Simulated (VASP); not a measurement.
# Li27F28 (a cell with a defect) in VASP: notebook

Runs on Li27F28 (a cell with a defect). Level: PBEsol. Tasks: single point.

All numbers are computed with VASP 6.6.1; they aren't measurements. Logs are shortened: lines on timing, memory, paths and dates and some standing lists are left out, and cuts for length are marked.

## Step 1: The cell of the first run

The cell holds a defect, 55 atoms: a = 8.501 Å, b = 8.501 Å, c = 8.501 Å, α = 60.00°, β = 60.00°, γ = 60.00°.

## Step 2: Single point, PBEsol, collinear spin

File INCAR:

```
SYSTEM = Li27F28
PREC     = Accurate       ! precision mode
ENCUT    = 650            ! plane-wave cutoff, eV
EDIFF    = 1E-6           ! SCF threshold, eV
ISMEAR   = -1             ! smearing method
SIGMA    = 0.05           ! smearing width, eV
LREAL    = Auto         
LASPH    = .TRUE.         ! aspherical terms in the spheres
NELM     = 200            ! most SCF steps
ALGO     = Normal         ! electronic algorithm
ISIF     = 2              ! what is computed and relaxed
LWAVE    = .FALSE.        ! write WAVECAR
LCHARG   = .TRUE.         ! write CHGCAR
ISPIN    = 2              ! spin polarisation
MAGMOM   = 0.036 0.036 0.036 0.036 0.036 0.036 0.036 0.036 0.036 0.036 0.036 0.036 0.036 0.036 0.036 0.036 0.036 0.036 0.036 0.036 0.036 0.036 0.036 0.036 0.036 0.036 0.036 0.036 0.036 0.036 0.036 0.036 0.036 0.036 0.036 0.036 0.036 0.036 0.036 0.036 0.036 0.036 0.036 0.036 0.036 0.036 0.036 0.036 0.036 0.036 0.036 0.036 0.036 0.036 0.036 ! initial moments
LORBIT   = 11             ! projections on sites
GGA      = PS             ! functional
LELF     = .TRUE.         ! ELF
LVHAR    = .TRUE.       
NELECT   = 278.0        
ISYM     = 0            
NBANDS   = 176            ! bands
GGA_COMPAT= .FALSE.
```

File KPOINTS:

```
Automatic mesh
0
Gamma
  1 1 1
  0.25 0.25 0.25
```

File POSCAR:

```
Li27F28
1.0
    0.0000000000      6.0113880000      6.0113880000
    6.0113880000      0.0000000000      6.0113880000
    6.0113880000      6.0113880000      0.0000000000
F Li
28 27
Direct
    0.5005990000      0.1659200000      0.1685010000
    0.1665510000      0.4984890000      0.5028830000
    0.5035240000      0.8294800000      0.1682540000
    0.5026020000      0.1664480000      0.8342680000
    0.8256690000      0.5050050000      0.5001440000
    0.4951000000      0.8382280000      0.8359130000
    0.1687410000      0.4956910000      0.1715090000
    0.5017890000      0.1699290000      0.4998340000
    0.8365250000      0.5016920000      0.1638180000
    0.1640710000      0.4971380000      0.8415180000
    0.5008790000      0.8367700000      0.4984800000
    0.8295520000      0.5004380000      0.8365850000
    0.1653510000      0.1708820000      0.4976640000
    0.5020430000      0.5020910000      0.1654920000
    0.8344470000      0.1671280000      0.4977340000
    0.1666840000      0.8371540000      0.4956020000
    0.5050750000      0.4989910000      0.8325250000
    0.8382570000      0.8330870000      0.4986290000
    0.1705700000      0.1622880000      0.1641060000
    0.8380880000      0.1631520000      0.1628440000
    0.1641190000      0.8374480000      0.1666020000
    0.1677300000      0.1677050000      0.8322290000
    0.5005900000      0.4977280000      0.4982220000
    0.8320130000      0.8346480000      0.1655400000
    0.8310080000      0.1675640000      0.8371390000
    0.1681650000      0.8300630000      0.8387210000
    0.8334970000      0.8361760000      0.8349380000
    0.4168060000      0.4134880000      0.4201120000
    0.0017500000      0.9983130000      0.9987100000
    0.6656400000      0.9995820000      0.9977160000
    0.9983920000      0.6648220000      0.9975060000
    0.0006520000      0.9987170000      0.6694970000
    0.3353040000      0.3344310000      0.3321010000
    0.6700250000      0.6670420000      0.9990590000
    0.6684300000      0.0038660000      0.6639780000
    0.9976180000      0.6635680000      0.6686840000
    0.6691220000      0.6638630000      0.6679050000
    0.9989230000      0.0025200000      0.3318500000
    0.3298930000      0.3394820000      0.9982100000
    0.6689890000      0.9980820000      0.3345200000
    0.9964230000      0.6697640000      0.3323440000
    0.3323790000      0.3314430000      0.6718830000
    0.6654840000      0.6662730000      0.3300120000
    0.0017920000      0.3332280000      0.9973740000
    0.3365290000      0.0005270000      0.3344300000
    0.6704200000      0.3331540000      0.9955220000
    0.9988890000      0.3328890000      0.6682070000
    0.3359250000      0.6661820000      0.3316350000
    0.6640110000      0.3392990000      0.6667730000
    0.3326180000      0.0030050000      0.0003900000
    0.9962470000      0.3354010000      0.3338860000
    0.3309790000      0.6673570000      0.0010800000
    0.3333780000      0.9996370000      0.6664130000
    0.6615790000      0.3348330000      0.3336380000
    0.3320360000      0.6687040000      0.6633640000
```

Potentials or basis: VASP PAW PBE potentials, release 64 (F, Li_sv).

Launch:

```bash
> cat potpaw_PBE.64/F/POTCAR potpaw_PBE.64/Li_sv/POTCAR > POTCAR
> mpirun -np 1 vasp_std > vasp.out
```

OUTCAR:

```text
SYSTEM = Li27F28
   PREC = Accurate
   ENCUT = 650
   EDIFF = 1E-6
   ISMEAR = -1
   LREAL = Auto
   LASPH = .TRUE.
   NELM = 200
   ISIF = 2
   ISPIN = 2
   LORBIT = 11
   GGA = PS
   NELECT = 278.0
   ISYM = 0

 ion  position               nearest neighbor table
   1  0.501  0.166  0.169-  45 1.98  33 2.00  40 2.01  46 2.03  30 2.03  39 2.05
   2  0.167  0.498  0.503-  28 1.74  36 1.99  47 2.00  42 2.01  33 2.01  48 2.03  41 2.05
   3  0.504  0.829  0.168-  43 1.95  48 1.99  34 1.99  30 2.00  45 2.03  50 2.04
   4  0.503  0.166  0.834-  30 1.96  42 2.00  35 2.00  50 2.00  49 2.01  39 2.03
   5  0.826  0.505  0.500-  37 1.96  49 1.97  43 1.99  41 2.02  51 2.02  47 2.05
   6  0.495  0.838  0.836-  50 1.98  53 1.99  52 2.01  34 2.03  35 2.04  37 2.06
   7  0.169  0.496  0.172-  33 1.97  39 1.98  51 2.00  52 2.01  41 2.01  31 2.07
   8  0.502  0.170  0.500-  28 1.69  54 1.95  35 1.99  42 2.01  33 2.01  40 2.03  53 2.04
   9  0.837  0.502  0.164-  31 1.95  51 1.98  43 1.99  34 1.99  44 2.01  54 2.06
  10  0.164  0.497  0.842-  39 1.94  31 1.95  44 1.96  42 2.02  36 2.04  55 2.04
  11  0.501  0.837  0.498-  45 1.97  40 1.98  53 1.99  55 2.03  37 2.03  43 2.04
  12  0.830  0.500  0.837-  46 1.96  37 1.98  34 1.98  36 1.99  44 2.00  47 2.02
  13  0.165  0.171  0.498-  47 2.00  51 2.00  33 2.01  45 2.01  53 2.02  32 2.03
  14  0.502  0.502  0.165-  28 1.77  54 1.97  48 1.99  34 2.00  33 2.01  52 2.02  46 2.04
  15  0.834  0.167  0.498-  35 1.98  51 1.98  38 1.99  54 2.03  32 2.03  49 2.05
  16  0.167  0.837  0.496-  38 1.99  55 2.00  45 2.00  48 2.01  32 2.02  36 2.06
  17  0.505  0.499  0.833-  49 1.96  46 1.97  37 1.98  39 2.01  52 2.03  55 2.06
  18  0.838  0.833  0.499-  36 1.98  41 1.98  38 1.98  40 2.00  35 2.02  37 2.03
  19  0.171  0.162  0.164-  50 1.94  38 1.99  44 2.02  45 2.02  39 2.02  51 2.06
  20  0.838  0.163  0.163-  29 1.98  38 1.98  44 2.01  40 2.01  46 2.01  54 2.06
  21  0.164  0.837  0.167-  38 1.99  29 1.99  50 2.01  41 2.02  52 2.02  48 2.03
  22  0.168  0.168  0.832-  42 1.97  44 1.99  47 2.00  50 2.00  53 2.01  29 2.02
  23  0.501  0.498  0.498-  28 1.71  54 1.97  48 1.99  49 2.00  43 2.00  42 2.01  55 2.02
  24  0.832  0.835  0.166-  41 1.99  40 2.00  29 2.00  30 2.01  43 2.01  31 2.03
  25  0.831  0.168  0.837-  46 1.95  29 2.00  47 2.00  30 2.00  32 2.02  49 2.03
  26  0.168  0.830  0.839-  52 1.95  29 1.97  53 2.01  31 2.02  32 2.02  55 2.03
  27  0.833  0.836  0.835-  30 1.96  31 1.97  32 1.98  34 2.00  35 2.02  36 2.04
  28  0.417  0.413  0.420-   8 1.69  54 1.70  23 1.71  33 1.73   2 1.74  42 1.75  48 1.75  14 1.77

  29  0.002  0.998  0.999-  26 1.97  20 1.98  21 1.99  25 2.00  24 2.00  22 2.02
  30  0.666  1.000  0.998-  27 1.96   4 1.96   3 2.00  25 2.00  24 2.01   1 2.03
  31  0.998  0.665  0.998-  10 1.95   9 1.95  27 1.97  26 2.02  24 2.03   7 2.07
  32  0.001  0.999  0.669-  27 1.98  16 2.02  25 2.02  26 2.02  13 2.03  15 2.03
  33  0.335  0.334  0.332-  28 1.73   7 1.97   1 2.00  13 2.01   8 2.01  14 2.01   2 2.01
  34  0.670  0.667  0.999-  12 1.98   9 1.99   3 1.99  27 2.00  14 2.00   6 2.03
  35  0.668  0.004  0.664-  15 1.98   8 1.99   4 2.00  27 2.02  18 2.02   6 2.04
  36  0.998  0.664  0.669-  18 1.98   2 1.99  12 1.99  27 2.04  10 2.04  16 2.06
  37  0.669  0.664  0.668-   5 1.96  17 1.98  12 1.98  11 2.03  18 2.03   6 2.06
  38  0.999  0.003  0.332-  20 1.98  18 1.98  21 1.99  15 1.99  16 1.99  19 1.99
  39  0.330  0.339  0.998-  10 1.94   7 1.98  17 2.01  19 2.02   4 2.03   1 2.05
  40  0.669  0.998  0.335-  11 1.98  24 2.00  18 2.00  20 2.01   1 2.01   8 2.03
[... 263 lines left out ...]
      5     -41.3809      1.00000
      6     -41.3719      1.00000
[... 605 lines left out ...]
    150      11.0721      0.00000
    151      11.2327      0.00000
 Fermi energy:         6.1875817907

 spin component 2

 k-point     1 :       0.2500    0.2500    0.2500
  band No.  band energies     occupation
      1     -41.6166      1.00000
      2     -41.5284      1.00000
      3     -41.4027      1.00000
      4     -41.3908      1.00000
      5     -41.3809      1.00000
      6     -41.3718      1.00000
[... 605 lines left out ...]
    150      11.0720      0.00000
    151      11.2326      0.00000
 [bands above 151 left out]

------------------------ aborting loop because EDIFF is reached ----------------------------------------

  FORCE on cell =-STRESS in cart. coord.  units (eV):
  Direction    XX          YY          ZZ          XY          YZ          ZX
  --------------------------------------------------------------------------------------
  -------------------------------------------------------------------------------------
  Total       29.8460121     30.1110215     30.1084252     -1.4394993      0.3047054      1.6473576
  in kB      110.0633221    111.0405990    111.0310243     -5.3084503      1.1236640      6.0749709
  external PRESSURE =     110.7116485 kB  Pullay stress =       0.0000000 kB

 VOLUME and BASIS-vectors are now :
 -----------------------------------------------------------------------------
  energy-cutoff  :      650.00
  volume of cell :      434.46
      direct lattice vectors                 reciprocal lattice vectors
     0.000000000  6.011388000  6.011388000    -0.083175466  0.083175466  0.083175466
     6.011388000  0.000000000  6.011388000     0.083175466 -0.083175466  0.083175466
     6.011388000  6.011388000  0.000000000     0.083175466  0.083175466 -0.083175466

 POSITION                                       TOTAL-FORCE (eV/Angst)
 -----------------------------------------------------------------------------------
      2.01033      4.02222      4.00670        -0.282495     -0.154105     -0.047342
      6.01964      4.02423      3.99781         6.060068     -5.947878     -5.909984
      5.99777      4.03832      8.01320         0.121690     -0.190757      0.318234
      6.01569      8.03644      4.02192         0.133501      0.165511     -0.072725
      6.04234      7.96998      7.99920        -0.166932      0.209411      0.100431
     10.06391      8.00124      8.01515        -0.138011      0.101939      0.057804
[... 47 lines left out ...]
      4.01844      5.98264      5.98982         0.032979     -0.079563     -0.069288
      8.00758      5.98374      6.01584        -0.454462      0.084198      0.087114
 -----------------------------------------------------------------------------------
    total drift:                                0.017340      0.024962     -0.004889

  FREE ENERGIE OF THE ION-ELECTRON SYSTEM (eV)
  ---------------------------------------------------
  free  energy   TOTEN  =      -256.1639056598 eV

  energy  without entropy=     -256.1639056598  energy(sigma->0) =     -256.16390566

 total charge

# of ion       s       p       d       tot
------------------------------------------
    1        1.721   4.405   0.000   6.126
    2        1.745   4.398   0.000   6.143
    3        1.722   4.410   0.000   6.131
    4        1.721   4.409   0.000   6.130
    5        1.722   4.407   0.000   6.129
    6        1.722   4.403   0.000   6.125
[... 47 lines left out ...]
   54        2.028   0.084   0.000   2.112
   55        2.018   0.055   0.000   2.073
--------------------------------------------------
tot        102.909 125.221   0.000 228.130

 magnetization (x)

# of ion       s       p       d       tot
------------------------------------------
    1       -0.000   0.000   0.000   0.000
    2        0.000   0.000   0.000   0.000
    3       -0.000   0.000   0.000   0.000
    4       -0.000   0.000   0.000   0.000
    5        0.000   0.000   0.000   0.000
    6        0.000   0.000   0.000   0.000
[... 47 lines left out ...]
   54        0.000  -0.000   0.000  -0.000
   55       -0.000  -0.000   0.000  -0.000
--------------------------------------------------
tot         -0.000   0.000   0.000   0.000
```

Run time: 37 min. Hardware: 1 thread of Intel Xeon Platinum 8259CL at 2.50GHz (Skylake/Cascade Lake), shared host; peak memory 1.3 GiB.

What came out:

* Free energy: -256.1639 eV
* Largest force: 12.097 eV/Å
* Net moment: 0.00 μB per cell
* Valence electrons inside the program's atomic spheres: F 6.13, 6.14, 6.12, 6.15, 6.38 (each value once); Li 2.08, 2.07, 2.11, 2.10 (each value once)

Forces on the atoms (eV/Å):
```
F   -0.282 -0.154 -0.047
F    6.060 -5.948 -5.910
F    0.122 -0.191  0.318
F    0.134  0.166 -0.073
F   -0.167  0.209  0.100
F   -0.138  0.102  0.058
F   -0.069 -0.492 -0.009
F   -7.059  7.047 -6.845
F   -0.116  0.089  0.149
F    0.124 -0.115  0.149
F    0.016 -0.030 -0.188
F   -0.087  0.085  0.205
F   -0.057  0.054 -0.456
F   -5.289 -5.347  5.434
F    0.014  0.318  0.121
F    0.361  0.218 -0.032
F    0.109 -0.195 -0.174
F    0.093 -0.026 -0.124
F    0.211 -0.053  0.103
F   -0.044  0.027  0.109
F   -0.089 -0.174 -0.002
F    0.091  0.004 -0.294
F    6.646  6.438  6.618
F   -0.132  0.045  0.036
F   -0.286 -0.001  0.089
F   -0.107 -0.300 -0.034
F   -0.164  0.021  0.029
F    0.128 -2.314  0.466
Li   0.173  0.098  0.024
Li   0.224  0.040 -0.026
Li   0.144  0.186  0.000
Li  -0.078 -0.186  0.119
Li   0.200  0.205  0.160
Li   0.062 -0.129 -0.560
Li  -0.025 -0.488 -0.093
Li  -0.484 -0.089  0.136
Li   0.111 -0.137  0.040
Li  -0.062  0.044 -0.062
Li  -0.047  0.268  0.014
Li   0.449 -0.068  0.027
Li  -0.017  0.515  0.021
Li  -0.388 -0.339  0.304
Li   0.107  0.086 -0.383
Li   0.024  0.000 -0.165
Li  -0.031 -0.041  0.014
Li   0.555  0.068 -0.139
Li  -0.050 -0.037  0.515
Li  -0.255  0.181 -0.329
Li  -0.115 -0.423 -0.047
Li  -0.168  0.041 -0.077
Li   0.023  0.079  0.024
Li   0.020  0.556  0.106
Li   0.027  0.083  0.562
Li   0.033 -0.080 -0.069
Li  -0.454  0.084  0.087
```

Levels at points of the mesh, in eV from the Fermi level:
Spin up:
```
           k point  band 135  band 136  band 137  band 138  band 139  band 140  band 141  band 142  band 143  band 144
(0.25, 0.25, 0.25)     -6.45     -5.56     -1.69     -1.48     -1.23      2.04      3.07      3.48      3.49      3.56
```
Spin down:
```csv
k point,band 135,band 136,band 137,band 138,band 139,band 140,band 141,band 142,band 143,band 144
"(0.25, 0.25, 0.25)",-6.45,-5.56,-1.69,-1.48,-1.23,2.04,3.07,3.48,3.49,3.56
```

Caveat: the cell carries a net charge on a neutralising background, which shifts energy and pressure; the cell is charged against a uniform background, so pressure and absolute levels hang on convention; the PAW data sets were made with another functional, which shifts forces and pressure a little.

## Step 3: Single point, PBEsol

File INCAR:

```
PREC = Accurate
ENCUT = 520
EDIFF = 1E-6
ISMEAR = -1
SIGMA = 0.05
LREAL = Auto
LASPH = T
NELM = 100
ALGO = Normal
ISIF = 2
LWAVE = F
LCHARG = F
GGA = PS
NBANDS = 172
NELECT = 279.0
```

File KPOINTS:

```
Automatic mesh
0
Gamma
  1 1 1
```

POSCAR is that of step 2.

Potentials or basis: VASP PAW PBE potentials, release 64 (F, Li_sv).

Launch:

```bash
> cat potpaw_PBE.64/F/POTCAR potpaw_PBE.64/Li_sv/POTCAR > POTCAR
> mpirun -np 1 vasp_gam > vasp.out
```

Run time: 3.3 min. Hardware: 1 thread of Oxide Virtual Turin-like, shared host; peak memory 0.5 GiB.

It converged, with:

- Free energy: -247.7936 eV
- Largest force: 12.028 eV/Å

Forces in eV/Å, atoms in the order of the input:
```
F   -0.198 -0.113 -0.027
F    6.007 -5.913 -5.863
F    0.100 -0.162  0.225
F    0.108  0.087 -0.062
F   -0.139  0.183  0.101
F   -0.130  0.096  0.047
F   -0.044 -0.364 -0.001
F   -7.021  7.008 -6.802
F   -0.081  0.062  0.060
F    0.023 -0.100  0.118
F   -0.006 -0.015 -0.145
F   -0.092  0.062  0.170
F   -0.043  0.048 -0.311
F   -5.243 -5.301  5.392
F    0.013  0.203  0.094
F    0.221  0.173 -0.026
F    0.091 -0.155 -0.140
F    0.069 -0.048 -0.117
F    0.182 -0.047  0.083
F    0.016  0.019  0.082
F   -0.080 -0.093 -0.010
F    0.084  0.008 -0.199
F    6.587  6.398  6.587
F   -0.051  0.072 -0.012
F   -0.179 -0.037  0.103
F   -0.103 -0.196  0.017
F   -0.155 -0.031 -0.036
F    0.119 -2.326  0.472
Li   0.131  0.074  0.009
Li   0.186  0.047 -0.001
Li   0.135  0.155  0.022
Li  -0.067 -0.159  0.095
Li   0.185  0.180  0.132
Li   0.055 -0.124 -0.505
Li  -0.017 -0.444 -0.083
Li  -0.445 -0.081  0.137
Li   0.105 -0.131  0.030
Li  -0.051  0.053 -0.043
Li  -0.038  0.245  0.006
Li   0.407 -0.064  0.020
Li  -0.020  0.472  0.017
Li  -0.353 -0.318  0.286
Li   0.104  0.085 -0.347
Li   0.021  0.008 -0.142
Li  -0.016 -0.045  0.004
Li   0.501  0.059 -0.131
Li  -0.059 -0.027  0.469
Li  -0.226  0.177 -0.311
Li  -0.113 -0.382 -0.045
Li  -0.150  0.034 -0.069
Li   0.018  0.080  0.015
Li   0.018  0.489  0.097
Li   0.022  0.075  0.500
Li   0.019 -0.049 -0.043
Li  -0.409  0.074  0.081
```

Levels at points of the mesh, in eV from the Fermi level:
| k point | band 135 | band 136 | band 137 | band 138 | band 139 | band 140 | band 141 | band 142 | band 143 | band 144 |
| --- | --- | --- | --- | --- | --- | --- | --- | --- | --- | --- |
| (0.00, 0.00, 0.00) | -8.37 | -7.61 | -3.73 | -3.49 | -3.26 | 0.00 | 1.41 | 1.42 | 1.45 | 1.49 |

Caveat: the k points lie up to 0.91 Å⁻¹ apart, too coarse for converged energies and pressures of a metal; the cell carries a net charge on a neutralising background, which shifts energy and pressure; the cell is charged against a uniform background, so pressure and absolute levels hang on convention; the cutoff is under 1.25 times the usual one of these potentials, so pressure, stress and relaxed cells hold a basis-set (Pulay) error; the PAW data sets were made with another functional, which shifts forces and pressure a little; an odd number of electrons without spin polarisation forces a metal; a magnetic or distorted state may lie lower.

[end of part 1 of 2]
